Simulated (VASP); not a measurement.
A run of VASP 6.6.1:

File POSCAR:

```
BaTiO3
1.0
    3.9841000000      0.0000000000      0.0000000000
    0.0000000000      2.8370500000      2.8458000000
    0.0000000000     -2.8370500000      2.8458000000
Ba Ti O
1 1 3
Direct
    0.0000000000      0.0000000000      0.0000000000
    0.5000000000      0.5079000000      0.5079000000
    0.0000000000      0.4921000000      0.4921000000
    0.5000000000      0.5025100000      0.9937100000
    0.5000000000      0.9937100000      0.5025100000
```

Contents of INCAR.step1:

```
PREC = Accurate
ENCUT = 600
ISMEAR = 0
SIGMA = 0.02
LREAL = False
LASPH = True
NELM = 100
GGA = PE
ALGO = Normal
EDIFF = 1E-4
LWAVE = True
LCHARG = False
```

Contents of INCAR.step2:

```
PREC = Accurate
ENCUT = 600
EDIFF = 1E-7
ISMEAR = 0
SIGMA = 0.02
LREAL = False
LASPH = True
NELM = 100
ALGO = Normal
ISIF = 3
LWAVE = False
LCHARG = False
METAGGA = R2SCAN
LMIXTAU = True
IBRION = 2
NSW = 80
EDIFFG = -0.01
ISTART = 1
```

Contents of KPOINTS:

```
Automatic mesh
0
Gamma
  2 2 2
```

Potentials or basis: VASP PAW PBE potentials, release 64 (Ba_sv, Ti_sv, O).

Run with:

```sh
$ cat potpaw_PBE.64/Ba_sv/POTCAR potpaw_PBE.64/Ti_sv/POTCAR potpaw_PBE.64/O/POTCAR > POTCAR
$ cp INCAR.step1 INCAR
$ mpirun -np 1 vasp_std > vasp.out
$ cp INCAR.step2 INCAR
$ mpirun -np 1 vasp_std > vasp.out
```

Hardware: 1 thread of Intel(R) Xeon(R) Platinum 8259CL CPU @ 2.50GHz (Skylake/Cascade Lake), with other jobs on the host.

Problem. How long does it take, and how much memory?

Solution. Wall time 14 min on 1 thread of Intel(R) Xeon(R) Platinum 8259CL CPU @ 2.50GHz (Skylake/Cascade Lake) (shared host), peak memory 0.2 GiB. Counts: k points 6, ion steps 22.
